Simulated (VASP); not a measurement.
# Cu (I4/mmm) in VASP: settings compared, part 2 of 2

VASP 6.6.1.

## 4. Single point, RPBE+D4

This run uses another cell than the first one, of 11.27 Å³/atom, 0.984 times its volume.

The input, INCAR:

```
SYSTEM = Cu
ALGO = Normal
EDIFF = 1E-6
ENCUT = 520
GGA = RP
ISIF = 2
ISMEAR = -1
IVDW = 13
LASPH = .True.
LCHARG = .True.
LELF = .True.
LREAL = .False.
LVHAR = .True.
LWAVE = .False.
NBANDS = 12
NELM = 100
PREC = Accurate
SIGMA = 0.05
```

The input, KPOINTS:

```
k-points
0
Gamma
  13 13 13
  0 0 0
```

The input, POSCAR:

```
Cu
1.0
   -1.4326206385      1.4326206385      1.3728882737
    1.4326206385     -1.4326206385      1.3728882737
    1.4326206385      1.4326206385     -1.3728882737
Cu
1
Direct
    0.0000000000      0.0000000000      0.0000000000
```

Potentials or basis: VASP PAW PBE potentials, release 64 (Cu).

On the command line:

```
cat potpaw_PBE.64/Cu/POTCAR > POTCAR
mpirun -np 1 vasp_std > vasp.out
```

OUTCAR:

```text
SYSTEM = Cu
   EDIFF = 1E-6
   ENCUT = 520
   GGA = RP
   ISIF = 2
   ISMEAR = -1
   IVDW = 13
   LASPH = .True.
   LREAL = .False.
   NELM = 100
   PREC = Accurate

 ion  position               nearest neighbor table
   1  0.000  0.000  0.000-

  LATTYP: Found a body centered tetragonal cell.
 ALAT       =     2.8652412770
 C/A-ratio  =     0.9583055254

  Lattice vectors:

 A1 = (  -1.4326206385,   1.4326206385,   1.3728882737)
 A2 = (   1.4326206385,  -1.4326206385,   1.3728882737)
 A3 = (   1.4326206385,   1.4326206385,  -1.3728882737)

Analysis of symmetry for initial positions (statically):
=====================================================================
 Subroutine PRICEL returns:
 Original cell was already a primitive cell.

 Routine SETGRP: Setting up the symmetry group for a
 body centered tetragonal supercell.

 Subroutine GETGRP returns: Found 16 space group operations
 (whereof 16 operations were pure point group operations)
 out of a pool of 16 trial point group operations.

The static configuration has the point symmetry D_4h.

Analysis of symmetry for dynamics (positions and initial velocities):
=====================================================================
 Subroutine PRICEL returns:
 Original cell was already a primitive cell.

 Routine SETGRP: Setting up the symmetry group for a
 body centered tetragonal supercell.

 Subroutine GETGRP returns: Found 16 space group operations
 (whereof 16 operations were pure point group operations)
 out of a pool of 16 trial point group operations.

The dynamic configuration has the point symmetry D_4h.

 Subroutine INISYM returns: Found 16 space group operations
 (whereof 16 operations are pure point group operations),
 and found     1 'primitive' translations

----------------------------------------------------------------------------------------

                                     Primitive cell

  volume of cell :      11.2709

  direct lattice vectors                    reciprocal lattice vectors
    -1.432620638  1.432620638  1.372888274     0.000000000  0.349010748  0.364195696
     1.432620638 -1.432620638  1.372888274     0.349010748  0.000000000  0.364195696
     1.432620638  1.432620638 -1.372888274     0.349010748  0.349010748  0.000000000

  length of vectors
     2.447371243  2.447371243  2.447371243     0.504427405  0.504427405  0.493575733

  position of ions in fractional coordinates (direct lattice)
     0.000000000  0.000000000  0.000000000

  ion indices of the primitive-cell ions
   primitive index   ion index
                 1           1

----------------------------------------------------------------------------------------

 KPOINTS: k-points

Automatic generation of k-mesh.
 Grid dimensions read from file:
 generate k-points for:   13   13   13

 Generating k-lattice:

  Cartesian coordinates                     Fractional coordinates (reciprocal lattice)
     0.000000000  0.026846981  0.028015054     0.076923077 -0.000000000  0.000000000
     0.026846981  0.000000000  0.028015054    -0.000000000  0.076923077  0.000000000
     0.026846981  0.026846981  0.000000000     0.000000000  0.000000000  0.076923077

  Length of vectors
     0.038802108  0.038802108  0.037967364

  Shift w.r.t. Gamma in fractional coordinates (k-lattice)
     0.000000000  0.000000000  0.000000000

 Subroutine IBZKPT returns following result:
 ===========================================

 Found    196 irreducible k-points:

 Following reciprocal coordinates:
            Coordinates               Weight
  0.000000  0.000000  0.000000      1.000000
  0.076923 -0.000000  0.000000      8.000000
  0.153846 -0.000000  0.000000      8.000000
  0.230769 -0.000000  0.000000      8.000000
  0.307692 -0.000000  0.000000      8.000000
  0.384615 -0.000000  0.000000      8.000000
[... 16 lines left out ...]
  0.384615  0.153846  0.000000     16.000000
  0.461538  0.153846  0.000000     16.000000
 [... further k-points ...]
   k-points           NKPTS =    196   k-points in BZ     NKDIM =    196   number of bands    NBANDS=     12
   number of dos      NEDOS =    301   number of ions     NIONS =      1
   total plane-waves  NPLWV =   5832
   dimension x,y,z NGX =    18 NGY =   18 NGZ =   18
   dimension x,y,z NGXF=    36 NGYF=   36 NGZF=   36
   ions per type =               1
   NGX,Y,Z   is equivalent  to a cutoff of  12.23, 12.23, 12.23 a.u.
   NGXF,Y,Z  is equivalent  to a cutoff of  24.45, 24.45, 24.45 a.u.
 SYSTEM =  Cu
   PREC   = accura    normal or accurate (medium, high low for compatibility)
   ISTART =      0    job   : 0-new  1-cont  2-samecut
   ICHARG =      2    charge: 1-file 2-atom 10-const
   ISPIN  =      1    spin polarized calculation?
   LNONCOLLINEAR =      F non collinear calculations
   LSORBIT =      F    spin-orbit coupling
   LASPH  =      T    aspherical Exc in radial PAW
   ENCUT  =  520.0 eV  38.22 Ry    6.18 a.u.   4.55  4.55  4.55*2*pi/ulx,y,z
   NELM   =    100;   NELMIN=  2; NELMDL= -5     # of ELM steps
   EDIFF  = 0.1E-05   stopping-criterion for ELM
   LREAL  =      F    real-space projection
   EDIFFG = 0.1E-04   stopping-criterion for IOM
   NSW    =      0    number of steps for IOM
   IBRION =     -1    ionic relax: 0-MD 1-quasi-New 2-CG
   NFREE  =      0    steps in history (QN), initial steepest desc. (CG)
   ISIF   =      2    stress and relaxation
   ISYM   =      2    0-nonsym 1-usesym 2-fastsym
   POTIM  = 0.5000    time-step for ionic-motion
   TEBEG  =    0.0;   TEEND  =   0.0 temperature during run
   PSTRESS=    0.0 pullay stress
   NELECT =      11.0000    total number of electrons
   NUPDOWN=      -1.0000    fix difference up-down
   EMIN   =  10.00;   EMAX   =-10.00  energy-range for DOS
   EFERMI =   0.00;   METHOD = LEGACY
   ISMEAR =    -1;   SIGMA  =   0.05  broadening in eV -4-tet -1-fermi 0-gaus
   EFERMI_NEDOS =   21; number of points for ismear=-14 and -15
   IALGO  =     38    algorithm
   IMIX   =      4    mixing-type and parameters
     AMIX     =   0.40;   BMIX     =  1.00
     AMIX_MAG =   1.60;   BMIX_MAG =  1.00
  volume/ion in A,a.u.               =      11.27        76.06
  Fermi-wavevector in a.u.,A,eV,Ry     =   1.623877  3.068683 35.878254  2.636977
  Thomas-Fermi vector in A             =   2.717256
   LORBIT       =      0    0 simple, 1 ext, 2 COOP (PROOUT), +10 PAW based schemes
   GGA     = RP    functional components
   LHFCALC =     F    Hartree Fock is set to
   AEXX    =    0.0000 exact exchange contribution
   IVDW    =    13    specifies the selected vdW correction
   LEPSILON=     F    determine dielectric tensor
   LRPA    =     F    only Hartree local field effects (RPA)
 non-spin polarized calculation
  energy-cutoff  :      520.00
  volume of cell :       11.27
 maximum number of plane-waves:       321
   NGX =  9   NGY =  9   NGZ =  9

 number of electron      11.0000002 magnetization

 Free energy of the ion-electron system (eV)
  ---------------------------------------------------
  ext. energy  EPLUGINS =         0.00000000
  ---------------------------------------------------
  free energy    TOTEN  =        -3.17049991 eV

  energy without entropy =       -3.16797754  energy(sigma->0) =       -3.16923873

 E-fermi :   8.2950     XC(G=0): -12.8651

 val. band max:        8.2789412530   @ k =  -0.3077   0.4615   0.0769
 cond. band min:       8.3149849985   @ k =  -0.2308   0.4615   0.0769
 fundamental gap:      0.0360437455
 Fermi energy:         8.2949862239

 k-point     1 :       0.0000    0.0000    0.0000
  band No.  band energies     occupation
      1      -1.3647      2.00000
      2       4.9764      2.00000
      3       5.1551      2.00000
      4       5.1551      2.00000
      5       6.0634      2.00000
      6       6.2522      2.00000
      7      33.3827      0.00000
      8      33.3827      0.00000
      9      34.4883      0.00000
     10      37.5632      0.00000
     11      37.7764      0.00000
     12      37.7764      0.00000
[... 331 lines left out ...]
 k-point    24 :       0.4615    0.1538    0.0000
  band No.  band energies     occupation
      1       3.4045      2.00000
      2       4.3307      2.00000
      3       5.4525      2.00000
      4       6.1353      2.00000
      5       6.4833      2.00000
      6       9.2304      0.00000
      7      13.9629      0.00000
      8      20.7640      0.00000
      9      25.9356      0.00000
     10      32.3544      0.00000
     11      38.2342      0.00000
     12      40.4593      0.00000

 [... further k-points ...]

------------------------ aborting loop because EDIFF is reached ----------------------------------------

  DFT-D4 for vdW energy calculation

  Edisp (eV):   -1.16914

  FORCE on cell =-STRESS in cart. coord.  units (eV):
  Direction    XX          YY          ZZ          XY          YZ          ZX
  --------------------------------------------------------------------------------------
  -------------------------------------------------------------------------------------
  Total       0.04391     0.04391     0.03744     0.00000    -0.00000     0.00000
  in kB       6.24149     6.24149     5.32229     0.00000    -0.00000     0.00000
  external pressure =        5.94 kB  Pullay stress =        0.00 kB

 VOLUME and BASIS-vectors are now :
 -----------------------------------------------------------------------------
  energy-cutoff  :      520.00
  volume of cell :       11.27
      direct lattice vectors                 reciprocal lattice vectors
    -1.432620638  1.432620638  1.372888274     0.000000000  0.349010748  0.364195696
     1.432620638 -1.432620638  1.372888274     0.349010748  0.000000000  0.364195696
     1.432620638  1.432620638 -1.372888274     0.349010748  0.349010748  0.000000000

 POSITION                                       TOTAL-FORCE (eV/Angst)
 -----------------------------------------------------------------------------------
      0.00000      0.00000      0.00000         0.000000      0.000000      0.000000
 -----------------------------------------------------------------------------------
    total drift:                                0.000000      0.000000      0.000000

  FREE ENERGIE OF THE ION-ELECTRON SYSTEM (eV)
  ---------------------------------------------------
  free  energy   TOTEN  =        -4.3396363019 eV

  energy  without entropy=       -4.3371139375  energy(sigma->0) =       -4.33837512
```

Run time: 19 s. Hardware: 1 thread of Intel Xeon Platinum 8259CL at 2.50GHz (Skylake/Cascade Lake), shared host; peak memory 0.14 GiB.

Results:

```yaml
Free_energy: -4.3396 eV
Pressure: 0.6 GPa
Dispersion_energy_per_atom: -1.169 eV
```

Stress tensor (GPa, compression positive):
```
0.62 0.00 0.00
0.00 0.62 0.00
0.00 0.00 0.53
```

Levels at points of the mesh, in eV from the Fermi level:
```csv
k point,band 3,band 4,band 5,band 6,band 7,band 8,band 9,band 10
"(0.00, 0.00, 0.00)",-3.14,-3.14,-2.23,-2.04,25.09,25.09,26.19,29.27
```

Caveat: the PAW data sets were made with another functional, which shifts forces and pressure a little; pairwise dispersion overbinds metals, which lowers pressure and volume.

## 5. Single point, revPBE+D3(BJ)

This run uses another cell than the first one, of 11.03 Å³/atom, 0.962 times its volume.

The input, INCAR:

```
SYSTEM = Cu
PREC = Accurate ; ENCUT = 520
EDIFF = 1E-6 ; ISMEAR = -1
SIGMA = 0.05 ; LREAL = .False.
LASPH = .True. ; NELM = 100
ALGO = Normal ; ISIF = 2
LWAVE = .False. ; LCHARG = .False.
GGA = RE ; IVDW = 12
NBANDS = 12
```

The input, KPOINTS:

```
regular mesh
0
Gamma
  13 13 13
  0 0 0
```

The input, POSCAR:

```
Cu
1.0
   -1.4185408361      1.4185408361      1.3699995567
    1.4185408361     -1.4185408361      1.3699995567
    1.4185408361      1.4185408361     -1.3699995567
Cu
1
Direct
    0.0000000000      0.0000000000      0.0000000000
```

On the command line:

```
cat potpaw_PBE.64/Cu/POTCAR > POTCAR
mpirun -np 1 vasp_std > vasp.out
```

Wall time 20 s (1 thread of Intel Xeon Platinum 8259CL at 2.50GHz (Skylake/Cascade Lake), shared host); peak memory 0.15 GiB.

The run converged. Its results:

```yaml
Free_energy: -4.4589 eV
Pressure: 0.6 GPa
Dispersion_energy_per_atom: -1.209 eV
```

Stress tensor (GPa, compression positive):
```
0.62 0.00 0.00
0.00 0.62 0.00
0.00 0.00 0.54
```

Levels at points of the mesh, in eV from the Fermi level:
| k point | band 3 | band 4 | band 5 | band 6 | band 7 | band 8 | band 9 | band 10 |
| --- | --- | --- | --- | --- | --- | --- | --- | --- |
| (0.00, 0.00, 0.00) | -3.23 | -3.23 | -2.26 | -2.10 | 25.40 | 25.40 | 26.29 | 29.70 |

Caveat: the PAW data sets were made with another functional, which shifts forces and pressure a little; pairwise dispersion overbinds metals, which lowers pressure and volume.

## 6. Summary

| task | level | cell | cutoff (eV) | gap on the mesh (eV) | pressure (GPa) |
| --- | --- | --- | --- | --- | --- |
| relaxation of cell and atoms | PBEsol | relaxed to 20 GPa from a = 2.461 Å, angles 108.2, 108.2, 112.0°, 1 atom | 600 | none | 20.0 |
| relaxation of cell and atoms | PBEsol | relaxed to 30 GPa from a = 2.461 Å, angles 108.2, 108.2, 112.0°, 1 atom | 600 | none | 29.9 |
| single point | RPBE+D4 | a = 2.447 Å, angles 108.3, 108.3, 111.8°, 1 atom | 520 | none | 0.6 |
| single point | revPBE+D3(BJ) | a = 2.429 Å, angles 108.5, 108.5, 111.3°, 1 atom | 520 | none | 0.6 |

Alike in all rows: potentials or basis VASP PAW PBE potentials, release 64 (Cu); no spin polarisation; k mesh 13 × 13 × 13; smearing fermi-dirac 0.05 eV.

Caveats: the PAW data sets were made with another functional, which shifts forces and pressure a little; the cell is relaxed towards a set pressure, so the enthalpy falls and the energy may rise (some runs); pairwise dispersion overbinds metals, which lowers pressure and volume (some runs).

Total energies depend on the potentials used, so only differences within one code and one set of settings carry meaning.
